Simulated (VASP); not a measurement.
# SnS2 (P-3m1) in VASP: notebook, part 2 of 2

VASP 6.6.1. Earlier steps stand in the parts before.

### Step 3. Phonons, PBE+D3(BJ)

This run uses another cell than the first one, of 17.39 Å³/atom.

INCAR reads:

```
PREC = Accurate
ENCUT = 500
EDIFF = 1E-8
ISMEAR = -1
SIGMA = 0.15
LREAL = F
LASPH = T
NELM = 120
ALGO = Normal
ISIF = 2
LWAVE = F
LCHARG = F
GGA = PE
IVDW = 12
NBANDS = 20
IBRION = 6
NFREE = 2
POTIM = 0.015
NSW = 1
GGA_COMPAT = F
```

KPOINTS reads:

```
Automatic mesh
0
Gamma
  12 12 8
```

POSCAR reads:

```
SnS2
1.0
    3.5033468771      0.0000000000      0.0000000000
   -1.7516734385      3.0339873938      0.0000000000
    0.0000000000      0.0000000000      4.9095844746
Sn S
1 2
Direct
    0.0000000000      0.0000000000      0.0000000000
    0.6666666667      0.3333333333      0.2977173241
    0.3333333333      0.6666666667      0.7022826759
```

Potentials or basis: VASP PAW PBE potentials, release 64 (Sn_d, S).

Started as:

```
$ cat potpaw_PBE.64/Sn_d/POTCAR potpaw_PBE.64/S/POTCAR > POTCAR
$ mpirun -np 1 vasp_std > vasp.out
```

OUTCAR:

```text
PREC = Accurate
   ENCUT = 500
   EDIFF = 1E-8
   ISMEAR = -1
   LREAL = F
   LASPH = T
   NELM = 120
   ISIF = 2
   GGA = PE
   IVDW = 12
   IBRION = 6
   NFREE = 2
   POTIM = 0.015
   NSW = 1
 IVDW          = 12

 ion  position               nearest neighbor table
   1  0.000  0.000  0.000-   2 2.50   3 2.50   3 2.50   2 2.50   2 2.50   3 2.50
   2  0.667  0.333  0.298-   1 2.50   1 2.50   1 2.50
   3  0.333  0.667  0.702-   1 2.50   1 2.50   1 2.50

  LATTYP: Found a hexagonal cell.
 ALAT       =     3.5033468771
 C/A-ratio  =     1.4013983333

  Lattice vectors:

 A1 = (   3.5033468771,   0.0000000000,   0.0000000000)
 A2 = (  -1.7516734385,   3.0339873938,   0.0000000000)
 A3 = (   0.0000000000,   0.0000000000,   4.9095844746)

Analysis of symmetry for initial positions (statically):
=====================================================================
 Subroutine PRICEL returns:
 Original cell was already a primitive cell.

 Routine SETGRP: Setting up the symmetry group for a
 hexagonal supercell.

 Subroutine GETGRP returns: Found 12 space group operations
 (whereof 12 operations were pure point group operations)
 out of a pool of 24 trial point group operations.

The static configuration has the point symmetry D_3d.

Analysis of symmetry for dynamics (positions and initial velocities):
=====================================================================
 Subroutine PRICEL returns:
 Original cell was already a primitive cell.

 Routine SETGRP: Setting up the symmetry group for a
 hexagonal supercell.

 Subroutine GETGRP returns: Found 12 space group operations
 (whereof 12 operations were pure point group operations)
[... 156 lines left out ...]

 Edisp (eV)   -1.30177

 E8    (eV) :    -0.5343
[... 319 lines left out ...]
--------------------------------------- Ionic step        9  -------------------------------------------

 number of electron      26.0000001 magnetization

 Free energy of the ion-electron system (eV)
  ---------------------------------------------------
  ext. energy  EPLUGINS =         0.00000000
  ---------------------------------------------------
  free energy    TOTEN  =       -12.14868165 eV

  energy without entropy =      -12.13314148  energy(sigma->0) =      -12.14091156

 E-fermi :   9.3760     XC(G=0): -11.0862

 val. band max:        9.2630525946   @ k =   0.0833   0.0000   0.0000
 cond. band min:       9.4253959370   @ k =   0.3333   0.2500   0.0000
 fundamental gap:      0.1623433424
 Fermi energy:         9.3759972077

 k-point     1 :       0.0000    0.0000    0.0000
  band No.  band energies     occupation
      1     -12.7967      2.00000
      2     -12.7967      2.00000
      3     -12.7346      2.00000
      4     -12.6872      2.00000
      5     -12.6872      2.00000
      6      -7.0624      2.00000
[... 541 lines left out ...]
     19      17.2059      0.00000
     20      18.4009      0.00000

 [... further k-points ...]

------------------------ aborting loop because EDIFF is reached ----------------------------------------

 Edisp (eV)   -1.30166

 E8    (eV) :    -0.5342
[... 26 lines left out ...]
  FREE ENERGIE OF THE ION-ELECTRON SYSTEM (eV)
  ---------------------------------------------------
  free  energy   TOTEN  =       -13.4503398061 eV

  energy  without entropy=      -13.4347996388  energy(sigma->0) =      -13.44256972

 INTERNAL STRAIN TENSORS FROM DISPLACED ATOMS
 ============================================

 INTERNAL STRAIN TENSOR FOR ION    1 for displacements in x,y,z  (eV/Angst):
          X           Y           Z          XY          YZ          ZX
  --------------------------------------------------------------------------------
  x     0.00000     0.00000     0.00000     0.00000     0.00000     0.00000
  y     0.00000     0.00000     0.00000     0.00000     0.00000     0.00000
  z     0.00000     0.00000     0.00000     0.00000     0.00000     0.00000

 INTERNAL STRAIN TENSOR FOR ION    3 for displacements in x,y,z  (eV/Angst):
          X           Y           Z          XY          YZ          ZX
  --------------------------------------------------------------------------------
  x     0.00000    -0.00000    -0.00000     2.47648     0.00000     6.86985
  y     2.47648    -2.47648     0.00000    -0.00000     6.86986     0.00000
  z     6.10530     6.10530    13.13608     0.00000     0.00000     0.00000

 Eigenvectors and eigenvalues of the dynamical matrix
 ----------------------------------------------------

   1 f  =   10.788634 THz    67.786990 2PiTHz  359.870110 cm-1    44.618187 meV
             X         Y         Z           dx          dy          dz
      0.000000  0.000000  0.000000     0.000000    0.000000   -0.592019
      1.751673  1.011329  1.461668     0.000000    0.000000    0.569874
     -0.000000  2.022658  3.447916    -0.000000   -0.000000    0.569874
[... 43 lines left out ...]
   9 f/i=    0.002988 THz     0.018776 2PiTHz    0.099677 cm-1     0.012358 meV
             X         Y         Z           dx          dy          dz
      0.000000  0.000000  0.000000    -0.000000    0.000000   -0.805924
      1.751673  1.011329  1.461668    -0.000000    0.000000   -0.418621
     -0.000000  2.022658  3.447916    -0.000000    0.000000   -0.418621

 ELASTIC MODULI CONTR FROM IONIC RELAXATION (kBar)
 Direction    XX          YY          ZZ          XY          YZ          ZX
 --------------------------------------------------------------------------------
 XX        -193.3920   -122.0393   -339.3387     -0.0000    -98.9675     -0.0000
 YY        -122.0393   -193.3920   -339.3387     -0.0000     98.9675      0.0000
 ZZ        -339.3387   -339.3387   -730.1162     -0.0000     -0.0000      0.0000
 XY          -0.0000     -0.0000     -0.0000    -35.6764      0.0000    -98.9675
 YZ         -98.9675     98.9675     -0.0000      0.0000   -274.5393     -0.0000
 ZX          -0.0000      0.0000      0.0000    -98.9675     -0.0000   -274.5391
 --------------------------------------------------------------------------------
```

OSZICAR:

```text
N       E                     dE             d eps       ncg     rms          rms(c)
DAV:   1     0.211535302900E+03    0.21154E+03   -0.12237E+04  5484   0.165E+03
DAV:   2     0.105101984380E+02   -0.20103E+03   -0.19303E+03  5612   0.430E+02
DAV:   3    -0.118263958016E+02   -0.22337E+02   -0.21798E+02  6388   0.115E+02
[... 107 lines left out ...]
DAV:   6    -0.121486816065E+02   -0.13064E-05   -0.55239E-06  6944   0.144E-02    0.153E-02
DAV:   7    -0.121486815122E+02    0.94309E-07   -0.16071E-06  5848   0.718E-03    0.554E-03
DAV:   8    -0.121486816686E+02   -0.15649E-06   -0.22849E-07  6412   0.278E-03    0.259E-03
DAV:   9    -0.121486816584E+02    0.10265E-07   -0.33848E-08  5592   0.112E-03    0.126E-03
DAV:  10    -0.121486816447E+02    0.13635E-07   -0.79737E-09  3404   0.647E-04    0.168E-04
DAV:  11    -0.121486816461E+02   -0.13283E-08   -0.35936E-09  3108   0.390E-04
   9 F= -.13450340E+02 E0= -.13442570E+02  d E =-.155402E-01
```

stdout:

```text
POSCAR found type information on POSCAR SnS
 POSCAR found :  2 types and       3 ions
 scaLAPACK will be used
 LDA part: xc-table for (Slater+PW92), standard interpolation
 POSCAR, INCAR and KPOINTS ok, starting setup
 FFT: planning ... GRIDC
 FFT: planning ... GRID_SOFT
 FFT: planning ... GRID
 WAVECAR not read
 entering main loop
 Found     4 degrees of freedom:
 Finite differences POTIM= 0.01500 DOF=   4
 bond charge predicted
 Finite differences progress:
 bond charge predicted
 Finite differences progress:
 bond charge predicted
 Finite differences progress:
 bond charge predicted
 Finite differences progress:
 bond charge predicted
 Finite differences progress:
 bond charge predicted
 Finite differences progress:
 bond charge predicted
 Finite differences progress:
 bond charge predicted
 Finite differences progress:
```

Wall time 40 min (1 thread of Oxide Virtual Turin-like, shared host); peak memory 0.84 GiB.

What came out:

- Highest phonon frequency at Γ, LO-TO splitting left out: 360 cm⁻¹
- Dispersion energy per atom: -0.434 eV

Phonon frequencies in cm⁻¹ (negative: imaginary):
```csv
q point,frequencies
"(0.000, 0.000, 0.000)",0 0 0 248 248 299 299 351 360
```

Caveat: the cell stands under pressure or tension, which shifts response properties; spin-orbit coupling is left out, which moves the levels of the heavy elements.
